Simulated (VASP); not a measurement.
# TaAs (I4_1md) in VASP: notebook

TaAs is run at these levels: PBE; tasks: single point.

Everything below comes from runs of VASP 6.6.1. Logs are shortened: lines on timing, memory, paths and dates and some standing lists are left out, and cuts for length are marked.

### 1 The cell of the first run

The structure is tetragonal, space group I4_1md (No. 109). The conventional cell has a = 3.391 Å, b = 3.391 Å, c = 11.507 Å, α = 90.00°, β = 90.00°, γ = 90.00°. Ta (site symmetry 2mm) has 6 As at 2.57 to 2.58 Å and 8 Ta at 3.34 to 3.39 Å within 3.4 Å. As (site symmetry 2mm) has 6 Ta at 2.57 to 2.58 Å and 8 As at 3.34 to 3.39 Å within 3.4 Å.

### 2 Single point, PBE (16.54 Å³/atom)

File INCAR:

```
SYSTEM = TaAs
  PREC = Accurate
  ENCUT = 520
  EDIFF = 1E-6
  ISMEAR = -1
  SIGMA = 0.02
  LREAL = .FALSE.
  LASPH = .TRUE.
  NELM = 60
  ALGO = Normal
  ISIF = 2
  LWAVE = .FALSE.
  LCHARG = .TRUE.
  GGA = PE
  LELF = .TRUE.
  LVHAR = .TRUE.
  NBANDS = 24
```

File KPOINTS:

```
regular mesh
0
G
  8 8 8
  0 0 0
```

File POSCAR:

```
TaAs
1.0
   -1.6955320302      1.6955320302      5.7533760077
    1.6955320302     -1.6955320302      5.7533760077
    1.6955320302      1.6955320302     -5.7533760077
Ta As
2 2
Direct
    0.5001644894      1.0001644894      0.5000000000
    0.7501644894      0.7501644894      0.0000000000
    0.0824349306      0.5824349306      0.5000000000
    0.3324349306      0.3324349306      0.0000000000
```

Potentials or basis: VASP PAW PBE potentials, release 64 (Ta_pv, As).

Run with:

```sh
cat potpaw_PBE.64/Ta_pv/POTCAR potpaw_PBE.64/As/POTCAR > POTCAR
mpirun -np 1 vasp_std > vasp.out
```

OUTCAR:

```text
SYSTEM = TaAs
   PREC = Accurate
   ENCUT = 520
   EDIFF = 1E-6
   ISMEAR = -1
   LREAL = .FALSE.
   LASPH = .TRUE.
   NELM = 60
   ISIF = 2
   GGA = PE

 ion  position               nearest neighbor table
   1  0.500  0.000  0.500-   4 2.57   4 2.57   3 2.58   3 2.58   3 2.58   3 2.58   2 3.34   2 3.34
                             2 3.34   2 3.34
   2  0.750  0.750  0.000-   3 2.57   3 2.57   4 2.58   4 2.58   4 2.58   4 2.58   1 3.34   1 3.34
                             1 3.34   1 3.34
   3  0.082  0.582  0.500-   2 2.57   2 2.57   1 2.58   1 2.58   1 2.58   1 2.58
   4  0.332  0.332  0.000-   1 2.57   1 2.57   2 2.58   2 2.58   2 2.58   2 2.58

  LATTYP: Found a body centered tetragonal cell.
 ALAT       =     3.3910640604
 C/A-ratio  =     3.3932570457

  Lattice vectors:

 A1 = (  -1.6955320302,   1.6955320302,   5.7533760077)
 A2 = (   1.6955320302,  -1.6955320302,   5.7533760077)
 A3 = (   1.6955320302,   1.6955320302,  -5.7533760077)

Analysis of symmetry for initial positions (statically):
=====================================================================
 Subroutine PRICEL returns:
 Original cell was already a primitive cell.

 Routine SETGRP: Setting up the symmetry group for a
 body centered tetragonal supercell.

 Subroutine GETGRP returns: Found  8 space group operations
 (whereof  4 operations were pure point group operations)
 out of a pool of 16 trial point group operations.

The static configuration has the point symmetry C_2v.
 The point group associated with its full space group is C_4v.

Analysis of symmetry for dynamics (positions and initial velocities):
=====================================================================
 Subroutine PRICEL returns:
 Original cell was already a primitive cell.

 Routine SETGRP: Setting up the symmetry group for a
 body centered tetragonal supercell.

 Subroutine GETGRP returns: Found  8 space group operations
 (whereof  4 operations were pure point group operations)
 out of a pool of 16 trial point group operations.

The dynamic configuration has the point symmetry C_2v.
 The point group associated with its full space group is C_4v.

 Subroutine INISYM returns: Found  8 space group operations
 (whereof  4 operations are pure point group operations),
 and found     1 'primitive' translations

----------------------------------------------------------------------------------------

                                     Primitive cell

  volume of cell :      66.1599

  direct lattice vectors                    reciprocal lattice vectors
    -1.695532030  1.695532030  5.753376008     0.000000000  0.294892689  0.086905497
     1.695532030 -1.695532030  5.753376008     0.294892689  0.000000000  0.086905497
     1.695532030  1.695532030 -5.753376008     0.294892689  0.294892689  0.000000000

  length of vectors
     6.233056491  6.233056491  6.233056491     0.307431722  0.307431722  0.417041241

  position of ions in fractional coordinates (direct lattice)
     0.500164489  0.000164489  0.500000000
     0.750164489  0.750164489  0.000000000
     0.082434931  0.582434931  0.500000000
     0.332434931  0.332434931  0.000000000

  ion indices of the primitive-cell ions
   primitive index   ion index
                 1           1
                 2           2
                 3           3
                 4           4

----------------------------------------------------------------------------------------

 KPOINTS: regular mesh

Automatic generation of k-mesh.
 Grid dimensions read from file:
 generate k-points for:    8    8    8

 Generating k-lattice:

  Cartesian coordinates                     Fractional coordinates (reciprocal lattice)
     0.000000000  0.036861586  0.010863187     0.125000000  0.000000000  0.000000000
     0.036861586  0.000000000  0.010863187     0.000000000  0.125000000  0.000000000
     0.036861586  0.036861586  0.000000000     0.000000000  0.000000000  0.125000000

  Length of vectors
     0.038428965  0.038428965  0.052130155

  Shift w.r.t. Gamma in fractional coordinates (k-lattice)
     0.000000000  0.000000000  0.000000000

 Subroutine IBZKPT returns following result:
 ===========================================

 Found     59 irreducible k-points:

 Following reciprocal coordinates:
            Coordinates               Weight
  0.000000  0.000000  0.000000      1.000000
  0.125000  0.000000 -0.000000      8.000000
  0.250000  0.000000 -0.000000      8.000000
  0.375000  0.000000  0.000000      8.000000
  0.500000  0.000000 -0.000000      4.000000
  0.125000  0.125000 -0.000000      8.000000
[... 16 lines left out ...]
  0.250000  0.125000  0.125000     16.000000
  0.375000  0.125000  0.125000      8.000000
 [... further k-points ...]
   k-points           NKPTS =     59   k-points in BZ     NKDIM =     59   number of bands    NBANDS=     24
   number of dos      NEDOS =    301   number of ions     NIONS =      4
   total plane-waves  NPLWV = 110592
   dimension x,y,z NGX =    48 NGY =   48 NGZ =   48
   dimension x,y,z NGXF=    96 NGYF=   96 NGZF=   96
   ions per type =               2   2
   NGX,Y,Z   is equivalent  to a cutoff of  12.80, 12.80, 12.80 a.u.
   NGXF,Y,Z  is equivalent  to a cutoff of  25.60, 25.60, 25.60 a.u.
 SYSTEM =  TaAs
   PREC   = accura    normal or accurate (medium, high low for compatibility)
   ISTART =      0    job   : 0-new  1-cont  2-samecut
   ICHARG =      2    charge: 1-file 2-atom 10-const
   ISPIN  =      1    spin polarized calculation?
   LNONCOLLINEAR =      F non collinear calculations
   LSORBIT =      F    spin-orbit coupling
   LASPH  =      T    aspherical Exc in radial PAW
   ENCUT  =  520.0 eV  38.22 Ry    6.18 a.u.  11.59 11.59 11.59*2*pi/ulx,y,z
   NELM   =     60;   NELMIN=  2; NELMDL= -5     # of ELM steps
   EDIFF  = 0.1E-05   stopping-criterion for ELM
   LREAL  =      F    real-space projection
   EDIFFG = 0.1E-04   stopping-criterion for IOM
   NSW    =      0    number of steps for IOM
   IBRION =     -1    ionic relax: 0-MD 1-quasi-New 2-CG
   NFREE  =      0    steps in history (QN), initial steepest desc. (CG)
   ISIF   =      2    stress and relaxation
   ISYM   =      2    0-nonsym 1-usesym 2-fastsym
   POTIM  = 0.5000    time-step for ionic-motion
   TEBEG  =    0.0;   TEEND  =   0.0 temperature during run
   PSTRESS=    0.0 pullay stress
   NELECT =      32.0000    total number of electrons
   NUPDOWN=      -1.0000    fix difference up-down
   EMIN   =  10.00;   EMAX   =-10.00  energy-range for DOS
   EFERMI =   0.00;   METHOD = LEGACY
   ISMEAR =    -1;   SIGMA  =   0.02  broadening in eV -4-tet -1-fermi 0-gaus
   EFERMI_NEDOS =   21; number of points for ismear=-14 and -15
   IALGO  =     38    algorithm
   IMIX   =      4    mixing-type and parameters
     AMIX     =   0.40;   BMIX     =  1.00
     AMIX_MAG =   1.60;   BMIX_MAG =  1.00
  volume/ion in A,a.u.               =      16.54       111.62
  Fermi-wavevector in a.u.,A,eV,Ry     =   1.285069  2.428429 22.468706  1.651403
  Thomas-Fermi vector in A             =   2.417226
   LORBIT       =      0    0 simple, 1 ext, 2 COOP (PROOUT), +10 PAW based schemes
   GGA     = PE    functional components
   LHFCALC =     F    Hartree Fock is set to
   AEXX    =    0.0000 exact exchange contribution
   IVDW    =     0    specifies the selected vdW correction
   LEPSILON=     F    determine dielectric tensor
   LRPA    =     F    only Hartree local field effects (RPA)
 non-spin polarized calculation
  energy-cutoff  :      520.00
  volume of cell :       66.16
 maximum number of plane-waves:      1809
 NGX is ok and might be reduce to    48
   NGX = 23   NGY = 23   NGZ = 23

 number of electron      31.9999999 magnetization

 Free energy of the ion-electron system (eV)
  ---------------------------------------------------
  ext. energy  EPLUGINS =         0.00000000
  ---------------------------------------------------
  free energy    TOTEN  =       -34.93073598 eV

  energy without entropy =      -34.92947353  energy(sigma->0) =      -34.93010476

 E-fermi :   7.5032     XC(G=0): -12.1565

 val. band max:        7.4665341760   @ k =  -0.2500   0.2500   0.2500
 cond. band min:       7.5195545523   @ k =  -0.2500   0.5000   0.2500
 fundamental gap:      0.0530203763
 Fermi energy:         7.5031956027

 k-point     1 :       0.0000    0.0000    0.0000
  band No.  band energies     occupation
      1     -27.4167      2.00000
      2     -27.3409      2.00000
      3     -27.3409      2.00000
      4     -27.1792      2.00000
      5     -27.1792      2.00000
      6     -27.1218      2.00000
[... 16 lines left out ...]
     23      11.8187      0.00000
     24      11.8190      0.00000

 k-point     2 :       0.1250    0.0000   -0.0000
  band No.  band energies     occupation
      1     -27.4098      2.00000
      2     -27.3665      2.00000
      3     -27.3382      2.00000
      4     -27.2071      2.00000
      5     -27.1759      2.00000
      6     -27.1247      2.00000
[... 16 lines left out ...]
     23      11.7107      0.00000
     24      12.5576      0.00000

 k-point     3 :       0.2500    0.0000   -0.0000
  band No.  band energies     occupation
      1     -27.4519      2.00000
      2     -27.3682      2.00000
      3     -27.3316      2.00000
      4     -27.2684      2.00000
      5     -27.1678      2.00000
      6     -27.1374      2.00000
[... 16 lines left out ...]
     23      12.3488      0.00000
     24      13.9100      0.00000
[... 514 lines left out ...]
 k-point    23 :       0.2500    0.1250    0.1250
  band No.  band energies     occupation
      1     -27.5053      2.00000
      2     -27.4279      2.00000
      3     -27.3358      2.00000
      4     -27.2876      2.00000
      5     -27.2399      2.00000
      6     -27.1570      2.00000
[... 16 lines left out ...]
     23      12.4659      0.00000
     24      13.3745      0.00000

 k-point    24 :       0.3750    0.1250    0.1250
  band No.  band energies     occupation
      1     -27.5333      2.00000
      2     -27.4243      2.00000
      3     -27.3548      2.00000
      4     -27.2771      2.00000
      5     -27.2338      2.00000
      6     -27.1681      2.00000
[... 16 lines left out ...]
     23      12.4805      0.00000
     24      12.9845      0.00000

 [... further k-points ...]

------------------------ aborting loop because EDIFF is reached ----------------------------------------

  FORCE on cell =-STRESS in cart. coord.  units (eV):
  Direction    XX          YY          ZZ          XY          YZ          ZX
  --------------------------------------------------------------------------------------
  -------------------------------------------------------------------------------------
  Total        5.6963152      5.6963152      4.9612695      0.0000000      0.0000000      0.0000000
  in kB      137.9462337    137.9462337    120.1458179      0.0000000      0.0000000      0.0000000
  external PRESSURE =     132.0127618 kB  Pullay stress =       0.0000000 kB

 VOLUME and BASIS-vectors are now :
 -----------------------------------------------------------------------------
  energy-cutoff  :      520.00
  volume of cell :       66.16
      direct lattice vectors                 reciprocal lattice vectors
    -1.695532030  1.695532030  5.753376008     0.000000000  0.294892689  0.086905497
     1.695532030 -1.695532030  5.753376008     0.294892689  0.000000000  0.086905497
     1.695532030  1.695532030 -5.753376008     0.294892689  0.294892689  0.000000000

 POSITION                                       TOTAL-FORCE (eV/Angst)
 -----------------------------------------------------------------------------------
      0.00000      1.69553      0.00189        -0.000000     -0.000000      0.034989
      0.00000      0.00000      8.63196        -0.000000     -0.000000      0.034989
      1.69553     -0.00000      0.94856         0.000000      0.000000     -0.034989
      0.00000      0.00000      3.82525        -0.000000     -0.000000     -0.034989
 -----------------------------------------------------------------------------------
    total drift:                                0.000000      0.000000      0.000063

  FREE ENERGIE OF THE ION-ELECTRON SYSTEM (eV)
  ---------------------------------------------------
  free  energy   TOTEN  =       -34.9307359827 eV

  energy  without entropy=      -34.9294735291  energy(sigma->0) =      -34.93010476
```

Wall time 1.9 min (1 thread of Intel Xeon 6975P-C (Granite Rapids), shared host); peak memory 0.37 GiB.

Results:

| Item | Value |
| --- | --- |
| Free energy | -34.9307 eV |
| Pressure | 13.2 GPa |
| Largest force | 0.035 eV/Å |
| Band gap on the k mesh | zero (bands 16 and 17 overlap by 0.05 eV) |

Forces on the atoms (eV/Å):
```
Ta   0.000  0.000  0.035
Ta   0.000  0.000  0.035
As   0.000  0.000 -0.035
As   0.000  0.000 -0.035
```

Caveat: the cell stands under pressure; spin-orbit coupling is left out, which moves the levels of the heavy elements.

(Part 1 of 2 ends here.)
